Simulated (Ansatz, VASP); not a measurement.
This is a calculation of Si for Ansatz 0.2.0.

File input.yaml:

```yaml
crystal:
  lattice:
    - [-3.3692051543, 3.3692051543, 1.9476831092]
    - [3.3692051543, -3.3692051543, 1.9476831092]
    - [3.3692051543, 3.3692051543, -1.9476831092]
  atoms:
    - { symbol: Si, position: [0.82119894, 0.17880106, 0.0] }
    - { symbol: Si, position: [0.17880106, 0.82119894, 0.0] }
    - { symbol: Si, position: [0.82119894, 0.82119894, 0.64239788] }
    - { symbol: Si, position: [0.17880106, 0.17880106, 0.35760212] }
hamiltonian:
  xc: r2scan
  pseudopotentials: { kind: paw }
kpoints:
  mp_grid: { grid: [8, 8, 8] }
scf:
  occupations: { method: fermi_dirac, width: 0.05 }
output:
  forces: true
  stress: true
  eigenvalues: true
```

Potentials or basis: Ansatz PAW.

The run is started by

```bash
$ ansatz run input.yaml --threads 1 --pin off --max-ram 3584MiB --backend cpu --events-out ev --progress --plain --runs-dir out
```

Translate it to VASP 6.6.1. Potentials there: VASP PAW PBE potentials, release 64 (Si).

As run (the cutoff follows the program's own potentials):

File POSCAR:

```
Si
1.0
   -3.3692051543      3.3692051543      1.9476831092
    3.3692051543     -3.3692051543      1.9476831092
    3.3692051543      3.3692051543     -1.9476831092
Si
4
Direct
    0.8211989400      0.1788010600      0.0000000000
    0.1788010600      0.8211989400      0.0000000000
    0.8211989400      0.8211989400      0.6423978800
    0.1788010600      0.1788010600      0.3576021200
```

INCAR.step1

```
  PREC = Accurate
  ENCUT = 520
  ISMEAR = -1
  SIGMA = 0.05
  LREAL = F
  LASPH = T
  NELM = 80
  NBANDS = 16
  GGA = PE
  ALGO = Normal
  EDIFF = 1E-4
  LWAVE = T
  LCHARG = F
```

Contents of INCAR.step2:

```
  PREC = Accurate
  ENCUT = 520
  EDIFF = 1E-6
  ISMEAR = -1
  SIGMA = 0.05
  LREAL = F
  LASPH = T
  NELM = 80
  ALGO = Normal
  ISIF = 2
  LWAVE = F
  LCHARG = F
  METAGGA = R2SCAN
  LMIXTAU = T
  NBANDS = 16
  ISTART = 1
```

KPOINTS

```
Automatic mesh
0
Gamma
  8 8 8
```

Potentials or basis: VASP PAW PBE potentials, release 64 (Si).

Command:

```sh
$ cat potpaw_PBE.64/Si/POTCAR > POTCAR
$ cp INCAR.step1 INCAR
$ mpirun -np 1 vasp_std > vasp.out
$ cp INCAR.step2 INCAR
$ mpirun -np 1 vasp_std > vasp.out
```

Both were run:

|  | VASP | Ansatz | Ansatz less VASP |
| --- | --- | --- | --- |
| gap on the k mesh at the Fermi level (eV) | 0.48 | 0.47 | -0.013 |
| least direct gap on the mesh (eV) | 0.62 | 0.61 | -0.011 |
| pressure (GPa) | -3.4 | -3.2 | +0.20 |
| traceless stress, the component that is largest in VASP (GPa) | -0.18 | -0.15 | +0.033 |
| rms of the force components (eV/Å) | 0.030 | 0.031 | +0.0004 |

VASP's potentials were made for PBE, not for r2SCAN. Atom by atom the forces differ by 0.000 eV/Å (rms over components).
